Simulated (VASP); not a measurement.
**TiAl: single point with PBEsol**

Crystal: TiAl.

```
Ti Al
1.0
     3.01800    0.00000    0.00000
     0.00000    3.01800    0.00000
     0.00000    0.00000    3.01800
Ti Al
1 1
Direct
  0.50000 0.50000 0.50000
  0.00000 0.00000 0.00000
```

```
Program                : VASP 6.6.1
Task                   : single point
Functional             : PBEsol
Potentials or basis    : VASP PAW PBE potentials, release 64 (Ti_sv, Al)
Cutoff                 : 520 eV
k mesh                 : 10 × 10 × 10
Occupations            : fermi-dirac, width 0.1 eV
Spin                   : no spin polarisation
Dipole correction      : no
Further INCAR settings : ALGO = Normal; EDIFF = 1e-06; NBANDS = 14
```

```
Pressure : 20.9 GPa
```

Levels at points of the mesh, in eV from the Fermi level:
| k point | band 5 | band 6 | band 7 | band 8 | band 9 | band 10 |
| --- | --- | --- | --- | --- | --- | --- |
| (0.00, 0.00, 0.00) | -9.94 | -1.84 | -1.84 | 2.17 | 2.17 | 2.17 |
| (0.50, 0.00, 0.00) | -6.17 | -5.63 | -0.73 | 0.18 | 0.18 | 2.44 |
| (0.50, 0.50, 0.00) | -5.46 | -2.07 | -2.07 | -1.67 | 0.78 | 0.78 |
| (0.50, 0.50, 0.50) | -3.60 | -3.60 | -3.60 | 1.64 | 3.42 | 3.42 |

Wall time 21 s on 1 thread of Intel Xeon 8259CL, with other jobs on the host, peak memory 0.15 GiB.

Caveat: the PAW data sets were made with another functional, which shifts forces and pressure a little.
